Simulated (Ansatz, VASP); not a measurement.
**Au: VASP beside Ansatz**

```
Au
1.0
     2.89029    0.00000    0.00000
    -1.44515    2.50307    0.00000
     0.00000    0.00000    4.86472
Au
2
Direct
  0.33333 0.66667 0.75000
  0.66667 0.33333 0.25000
```

Alike in both runs: functional r2SCAN; k mesh 18 × 18 × 10; occupations gaussian, width 0.1 eV; no spin polarisation.

Ansatz relaxed the structure, and its values are those at the end. VASP's run is a single point on that final structure, the one shown.

```csv
,VASP,Ansatz
version,VASP 6.6.1,Ansatz 0.2.0
potentials or method,"VASP PAW PBE potentials, release 64 (Au), cutoff 520 eV","scalar-relativistic, plane waves, PAW"
valence electrons in the cell,22,38
```

```csv
,VASP,Ansatz,Ansatz less VASP
gap on the k mesh at the Fermi level (eV),none,none,-
pressure (GPa),0.3,0.0,-0.26
```

VASP's potentials were made for PBE, not for r2SCAN. A gap of «none» marks a metal or a gap that the smearing closes. The functional is the same, so the differences come from potentials, cutoffs and numerics. VASP's potentials hold 22 valence electrons a cell and Ansatz's 38, so a difference there can come from the potentials and not from the codes.

Spin-orbit coupling is off throughout.
